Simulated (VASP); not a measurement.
# SiC (R3m) in VASP: notebook

The runs below take SiC through single point, with r2SCAN, HSE06.

Program: VASP 6.6.1. These are calculated values, not measurements. Logs are shortened: lines on timing, memory, paths and dates and some standing lists are left out, and cuts for length are marked.

## (1) The cell of the first run

The structure is trigonal, space group R3m (No. 160). Conventional cell: a = 3.049 Å, b = 3.049 Å, c = 7.560 Å, α = 90.00°, β = 90.00°, γ = 120.00°. Within 2.5 Å of Si (site symmetry 3m) lie 4 C at 1.87 to 1.88 Å. C (site symmetry 3m) has 4 Si at 1.87 to 1.88 Å within 2.5 Å.

## (2) Single point, r2SCAN (epitaxial 111 strain -1.0%)

POSCAR reads:

```
SiC
1.0
    0.0174216866      2.1736935141      2.1736935141
    2.1736935141      0.0174216866      2.1736935141
    2.1736935141      2.1736935141      0.0174216866
Si C
1 1
Direct
    0.0003774063      0.0003774063      0.0003774063
    0.2496225937      0.2496225937      0.2496225937
```

INCAR.step1 reads:

```
PREC = Accurate
ENCUT = 520
ISMEAR = 0
SIGMA = 0.01
LREAL = False
LASPH = True
NELM = 100
NBANDS = 11
GGA = PE
ALGO = Normal
EDIFF = 1E-4
LWAVE = True
LCHARG = False
```

INCAR.step2 reads:

```
PREC = Accurate
ENCUT = 520
EDIFF = 1E-6
ISMEAR = 0
SIGMA = 0.01
LREAL = False
LASPH = True
NELM = 100
ALGO = Normal
ISIF = 2
LWAVE = False
LCHARG = True
METAGGA = R2SCAN
LMIXTAU = True
LELF = True
LVHAR = True
NBANDS = 11
ISTART = 1
```

KPOINTS reads:

```
regular mesh
0
Gamma
  10 10 10
```

Potentials or basis: VASP PAW PBE potentials, release 64 (Si, C).

Command:

```bash
$ cat potpaw_PBE.64/Si/POTCAR potpaw_PBE.64/C/POTCAR > POTCAR
$ cp INCAR.step1 INCAR
$ mpirun -np 1 vasp_std > vasp.out
$ cp INCAR.step2 INCAR
$ mpirun -np 1 vasp_std > vasp.out
```

OUTCAR:

```text
PREC = Accurate
   ENCUT = 520
   EDIFF = 1E-6
   ISMEAR = 0
   LREAL = False
   LASPH = True
   NELM = 100
   ISIF = 2
   METAGGA = R2SCAN
   ISTART = 1

 ion  position               nearest neighbor table
   1  0.000  0.000  0.000-   2 1.87   2 1.87   2 1.87   2 1.88
   2  0.250  0.250  0.250-   1 1.87   1 1.87   1 1.87   1 1.88

  LATTYP: Found a trigonal (rhomboedric) cell.
 ALAT       =     3.0741162147
 COS(alpha) =     0.5079984691

  Lattice vectors:

 A1 = (   0.0174216866,   2.1736935141,   2.1736935141)
 A2 = (   2.1736935141,   0.0174216866,   2.1736935141)
 A3 = (   2.1736935141,   2.1736935141,   0.0174216866)

Analysis of symmetry for initial positions (statically):
=====================================================================
 Subroutine PRICEL returns:
 Original cell was already a primitive cell.

 Routine SETGRP: Setting up the symmetry group for a
 trigonal (rhombohedral) supercell.

 Subroutine GETGRP returns: Found  6 space group operations
 (whereof  6 operations were pure point group operations)
 out of a pool of 12 trial point group operations.

The static configuration has the point symmetry C_3v.

Analysis of symmetry for dynamics (positions and initial velocities):
=====================================================================
 Subroutine PRICEL returns:
 Original cell was already a primitive cell.

 Routine SETGRP: Setting up the symmetry group for a
 trigonal (rhombohedral) supercell.

 Subroutine GETGRP returns: Found  6 space group operations
 (whereof  6 operations were pure point group operations)
 out of a pool of 12 trial point group operations.

The dynamic configuration has the point symmetry C_3v.

 Subroutine INISYM returns: Found  6 space group operations
 (whereof  6 operations are pure point group operations),
 and found     1 'primitive' translations

----------------------------------------------------------------------------------------

                                     Primitive cell

  volume of cell :      20.2942

  direct lattice vectors                    reciprocal lattice vectors
     0.017421687  2.173693514  2.173693514    -0.232807243  0.230956179  0.230956179
     2.173693514  0.017421687  2.173693514     0.230956179 -0.232807243  0.230956179
     2.173693514  2.173693514  0.017421687     0.230956179  0.230956179 -0.232807243

  length of vectors
     3.074116215  3.074116215  3.074116215     0.401099396  0.401099396  0.401099396

  position of ions in fractional coordinates (direct lattice)
     0.000377406  0.000377406  0.000377406
     0.249622594  0.249622594  0.249622594

  ion indices of the primitive-cell ions
   primitive index   ion index
                 1           1
                 2           2

----------------------------------------------------------------------------------------

 KPOINTS: regular mesh

Automatic generation of k-mesh.
 Grid dimensions read from file:
 generate k-points for:   10   10   10

 Generating k-lattice:

  Cartesian coordinates                     Fractional coordinates (reciprocal lattice)
    -0.023280724  0.023095618  0.023095618     0.100000000 -0.000000000 -0.000000000
     0.023095618 -0.023280724  0.023095618    -0.000000000  0.100000000 -0.000000000
     0.023095618  0.023095618 -0.023280724    -0.000000000 -0.000000000  0.100000000

  Length of vectors
     0.040109940  0.040109940  0.040109940

  Shift w.r.t. Gamma in fractional coordinates (k-lattice)
     0.000000000  0.000000000  0.000000000

 Subroutine IBZKPT returns following result:
 ===========================================

 Found    116 irreducible k-points:

 Following reciprocal coordinates:
            Coordinates               Weight
  0.000000  0.000000  0.000000      1.000000
  0.100000  0.000000  0.000000      6.000000
  0.200000  0.000000  0.000000      6.000000
  0.300000  0.000000 -0.000000      6.000000
  0.400000  0.000000 -0.000000      6.000000
  0.500000  0.000000  0.000000      3.000000
[... 16 lines left out ...]
  0.300000  0.300000  0.000000      6.000000
  0.400000  0.300000  0.000000     12.000000
 [... further k-points ...]
   k-points           NKPTS =    116   k-points in BZ     NKDIM =    116   number of bands    NBANDS=     11
   number of dos      NEDOS =    301   number of ions     NIONS =      2
   total plane-waves  NPLWV =  13824
   dimension x,y,z NGX =    24 NGY =   24 NGZ =   24
   dimension x,y,z NGXF=    48 NGYF=   48 NGZF=   48
   ions per type =               1   1
   NGX,Y,Z   is equivalent  to a cutoff of  12.98, 12.98, 12.98 a.u.
   NGXF,Y,Z  is equivalent  to a cutoff of  25.96, 25.96, 25.96 a.u.
 SYSTEM =  unknown system
   PREC   = accura    normal or accurate (medium, high low for compatibility)
   ISTART =      1    job   : 0-new  1-cont  2-samecut
   ICHARG =      0    charge: 1-file 2-atom 10-const
   ISPIN  =      1    spin polarized calculation?
   LNONCOLLINEAR =      F non collinear calculations
   LSORBIT =      F    spin-orbit coupling
   LASPH  =      T    aspherical Exc in radial PAW
   ENCUT  =  520.0 eV  38.22 Ry    6.18 a.u.   5.72  5.72  5.72*2*pi/ulx,y,z
   NELM   =    100;   NELMIN=  2; NELMDL=  0     # of ELM steps
   EDIFF  = 0.1E-05   stopping-criterion for ELM
   LREAL  =      F    real-space projection
   EDIFFG = 0.1E-04   stopping-criterion for IOM
   NSW    =      0    number of steps for IOM
   IBRION =     -1    ionic relax: 0-MD 1-quasi-New 2-CG
   NFREE  =      0    steps in history (QN), initial steepest desc. (CG)
   ISIF   =      2    stress and relaxation
   ISYM   =      2    0-nonsym 1-usesym 2-fastsym
   POTIM  = 0.5000    time-step for ionic-motion
   TEBEG  =    0.0;   TEEND  =   0.0 temperature during run
   PSTRESS=    0.0 pullay stress
   NELECT =       8.0000    total number of electrons
   NUPDOWN=      -1.0000    fix difference up-down
   EMIN   =  10.00;   EMAX   =-10.00  energy-range for DOS
   EFERMI =   0.00;   METHOD = LEGACY
   ISMEAR =     0;   SIGMA  =   0.01  broadening in eV -4-tet -1-fermi 0-gaus
   EFERMI_NEDOS =   21; number of points for ismear=-14 and -15
   IALGO  =     38    algorithm
   IMIX   =      4    mixing-type and parameters
     AMIX     =   0.40;   BMIX     =  1.00
     AMIX_MAG =   1.60;   BMIX_MAG =  1.00
  volume/ion in A,a.u.               =      10.15        68.48
  Fermi-wavevector in a.u.,A,eV,Ry     =   1.200367  2.268365 19.604378  1.440881
  Thomas-Fermi vector in A             =   2.336205
   LORBIT       =      0    0 simple, 1 ext, 2 COOP (PROOUT), +10 PAW based schemes
   METAGGA = R2SCAN    functional components
   LHFCALC =     F    Hartree Fock is set to
   AEXX    =    0.0000 exact exchange contribution
   IVDW    =     0    specifies the selected vdW correction
   LEPSILON=     F    determine dielectric tensor
   LRPA    =     F    only Hartree local field effects (RPA)
 non-spin polarized calculation
 Gauss-broadening in eV      SIGMA  =   0.01
  energy-cutoff  :      520.00
  volume of cell :       20.29
 maximum number of plane-waves:       556
   NGX = 11   NGY = 11   NGZ = 11

 number of electron       8.0000000 magnetization

 Free energy of the ion-electron system (eV)
  ---------------------------------------------------
  ext. energy  EPLUGINS =         0.00000000
  ---------------------------------------------------
  free energy    TOTEN  =       -19.31899948 eV

  energy without entropy =      -19.31899948  energy(sigma->0) =      -19.31899948

 E-fermi :   8.2946     XC(G=0): -12.0217

 val. band max:        8.2427763279   @ k =   0.0000   0.0000   0.0000
 cond. band min:       9.9092089710   @ k =   0.5000   0.5000   0.0000
 fundamental gap:      1.6664326431
 Fermi energy:         8.2946203367

 k-point     1 :       0.0000    0.0000    0.0000
  band No.  band energies     occupation
      1      -8.1345      2.00000
      2       8.1167      2.00000
      3       8.2428      2.00000
      4       8.2428      2.00000
      5      15.2098      0.00000
      6      16.0845      0.00000
      7      16.2881      0.00000
      8      16.2881      0.00000
      9      23.5302      0.00000
     10      23.5302      0.00000
     11      26.2821      0.00000

 k-point     2 :       0.1000    0.0000    0.0000
  band No.  band energies     occupation
      1      -7.9277      2.00000
      2       7.1831      2.00000
      3       7.9924      2.00000
      4       8.0974      2.00000
      5      15.3933      0.00000
      6      16.3521      0.00000
      7      16.5479      0.00000
      8      16.6797      0.00000
      9      22.5318      0.00000
     10      22.5976      0.00000
     11      25.7612      0.00000

 k-point     3 :       0.2000    0.0000    0.0000
  band No.  band energies     occupation
      1      -7.3173      2.00000
      2       4.9605      2.00000
      3       7.6711      2.00000
      4       7.7629      2.00000
      5      15.0964      0.00000
      6      16.7185      0.00000
      7      16.9034      0.00000
      8      18.0019      0.00000
      9      21.8039      0.00000
     10      21.9781      0.00000
     11      24.8005      0.00000

 k-point     4 :       0.3000    0.0000   -0.0000
  band No.  band energies     occupation
      1      -6.3436      2.00000
      2       2.5224      2.00000
      3       7.3418      2.00000
      4       7.4167      2.00000
      5      14.6850      0.00000
      6      16.5529      0.00000
      7      16.6907      0.00000
      8      19.0032      0.00000
      9      22.6997      0.00000
     10      22.9781      0.00000
     11      24.5952      0.00000

 k-point     5 :       0.4000    0.0000   -0.0000
  band No.  band energies     occupation
      1      -5.1503      2.00000
      2       0.3654      2.00000
      3       7.1143      2.00000
      4       7.1760      2.00000
      5      14.4095      0.00000
      6      16.1240      0.00000
      7      16.2523      0.00000
      8      19.2630      0.00000
      9      24.7863      0.00000
     10      25.1488      0.00000
     11      25.3656      0.00000
[... 211 lines left out ...]
 k-point    21 :      -0.3000    0.2000    0.0000
  band No.  band energies     occupation
      1      -4.9031      2.00000
      2       1.4823      2.00000
      3       4.2273      2.00000
      4       6.9246      2.00000
      5      14.3533      0.00000
      6      17.2061      0.00000
      7      17.6681      0.00000
      8      19.5074      0.00000
      9      21.7341      0.00000
     10      25.0775      0.00000
     11      28.7233      0.00000

 k-point    22 :      -0.2000    0.2000    0.0000
  band No.  band energies     occupation
      1      -6.0111      2.00000
      2       3.1670      2.00000
      3       4.8613      2.00000
      4       7.4841      2.00000
      5      15.4171      0.00000
      6      16.8996      0.00000
      7      17.2874      0.00000
      8      18.3037      0.00000
      9      20.3940      0.00000
     10      24.9945      0.00000
     11      28.7253      0.00000

 k-point    23 :       0.3000    0.3000    0.0000
  band No.  band energies     occupation
      1      -5.7505      2.00000
      2       3.6263      2.00000
      3       5.6344      2.00000
      4       5.7722      2.00000
      5      11.8533      0.00000
      6      14.4332      0.00000
      7      20.7474      0.00000
      8      20.8117      0.00000
      9      21.8332      0.00000
     10      26.3239      0.00000
     11      31.2861      0.00000

 k-point    24 :       0.4000    0.3000    0.0000
  band No.  band energies     occupation
      1      -4.8454      2.00000
      2       2.3552      2.00000
      3       4.9389      2.00000
      4       5.3552      2.00000
      5      11.4923      0.00000
      6      14.4890      0.00000
      7      20.9035      0.00000
      8      21.2069      0.00000
      9      23.2893      0.00000
     10      27.4715      0.00000
     11      31.0137      0.00000

 [... further k-points ...]
[... 5 lines left out ...]
  --------------------------------------------------------------------------------------
  -------------------------------------------------------------------------------------
  Total        0.5232044      0.5232044      0.5232044     -0.2767486     -0.2767486     -0.2767486
  in kB       41.3056748     41.3056748     41.3056748    -21.8486064    -21.8486064    -21.8486064
  external PRESSURE =      41.3056748 kB  Pullay stress =       0.0000000 kB

 VOLUME and BASIS-vectors are now :
 -----------------------------------------------------------------------------
  energy-cutoff  :      520.00
  volume of cell :       20.29
      direct lattice vectors                 reciprocal lattice vectors
     0.017421687  2.173693514  2.173693514    -0.232807243  0.230956179  0.230956179
     2.173693514  0.017421687  2.173693514     0.230956179 -0.232807243  0.230956179
     2.173693514  2.173693514  0.017421687     0.230956179  0.230956179 -0.232807243

 POSITION                                       TOTAL-FORCE (eV/Angst)
 -----------------------------------------------------------------------------------
      0.00165      0.00165      0.00165        -0.000677     -0.000677     -0.000677
      1.08955      1.08955      1.08955         0.000677      0.000677      0.000677
 -----------------------------------------------------------------------------------
    total drift:                                0.000047      0.000047      0.000047

  FREE ENERGIE OF THE ION-ELECTRON SYSTEM (eV)
  ---------------------------------------------------
  free  energy   TOTEN  =       -19.3189994822 eV

  energy  without entropy=      -19.3189994822  energy(sigma->0) =      -19.31899948
```

Wall time 35 s (1 thread of Intel Xeon Platinum 8488C (Sapphire Rapids), shared host); peak memory 0.15 GiB.

What came out:

* Free energy: -19.3190 eV
* Pressure: 4.1 GPa
* Band gap on the k mesh: 1.67 eV (least direct gap 5.00 eV)

Levels at points of the mesh, in eV from the valence-band top:
```tsv
k point	band 1	band 2	band 3	band 4	band 5	band 6	band 7	band 8
(0.00, 0.00, 0.00)	-16.38	-0.13	0.00	0.00	6.97	7.84	8.05	8.05
(0.50, 0.00, 0.00)	-12.65	-8.95	-1.21	-1.15	6.07	7.69	7.82	11.01
(0.50, 0.50, 0.00)	-11.20	-8.15	-3.49	-3.34	1.67	4.86	15.31	15.32
(0.50, 0.50, 0.50)	-12.77	-9.01	-1.07	-1.07	6.32	7.91	7.91	11.09
```

Caveat: the cell differs from its parent crystal (epitaxial 111 strain -1.0%); the cell stands under pressure; the PAW data sets were made with another functional, which shifts forces and pressure a little.

(Continued in part 2 of 2.)
